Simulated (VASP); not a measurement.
Here is a VASP 6.6.1 calculation.

Contents of POSCAR:

```
NiGe
1.0
    2.7561760212      0.0000000000      0.0000000000
    0.0000000000      2.7561760212      0.0000000000
    0.0000000000      0.0000000000      3.6125592849
Ni Ge
1 1
Direct
    0.5000000000      0.5000000000      0.5000000000
    0.0000000000      0.0000000000      0.0000000000
```

File INCAR.step1:

```
SYSTEM = NiGe
  PREC = Accurate
  ENCUT = 600
  ISMEAR = 0
  SIGMA = 0.1
  LREAL = .FALSE.
  LASPH = .TRUE.
  NELM = 100
  GGA = PE
  ALGO = Normal
  EDIFF = 1E-4
  LWAVE = .TRUE.
  LCHARG = .FALSE.
```

File INCAR.step2:

```
SYSTEM = NiGe
  PREC = Accurate
  ENCUT = 600
  EDIFF = 1E-7
  ISMEAR = 0
  SIGMA = 0.1
  LREAL = .FALSE.
  LASPH = .TRUE.
  NELM = 100
  ALGO = Normal
  ISIF = 3
  LWAVE = .FALSE.
  LCHARG = .FALSE.
  METAGGA = R2SCAN
  LMIXTAU = .TRUE.
  IBRION = 2
  NSW = 90
  EDIFFG = -0.04
  ISTART = 1
```

KPOINTS

```
Automatic mesh
0
G
  6 6 6
  0 0 0
```

Potentials or basis: VASP PAW PBE potentials, release 64 (Ni, Ge_d).

The run is started by

```console
$ cat potpaw_PBE.64/Ni/POTCAR potpaw_PBE.64/Ge_d/POTCAR > POTCAR
$ cp INCAR.step1 INCAR
$ mpirun -np 1 vasp_std > vasp.out
$ cp INCAR.step2 INCAR
$ mpirun -np 1 vasp_std > vasp.out
```

Question: Predict the band gap on the k mesh.

Answer: Zero (band 12 reaches 12.30 eV, above the bottom of band 13 at 9.56 eV).

Question: Predict the relaxed volume.

Answer: 12.58 Å³/atom.

Question: What does it give for the space group after relaxing (to 0.05 Å)?

Answer: P4/mmm (No. 123).

Stress tensor (GPa, compression positive):
```
0.47 0.00 0.00
0.00 0.47 0.00
0.00 0.00 0.36
```

Caveat: the k points lie up to 0.36 Å⁻¹ apart in the final cell; the PAW data sets were made with another functional, which shifts forces and pressure a little. Spin polarisation is off, so any magnetic state and its effect on volume and gap are missing.
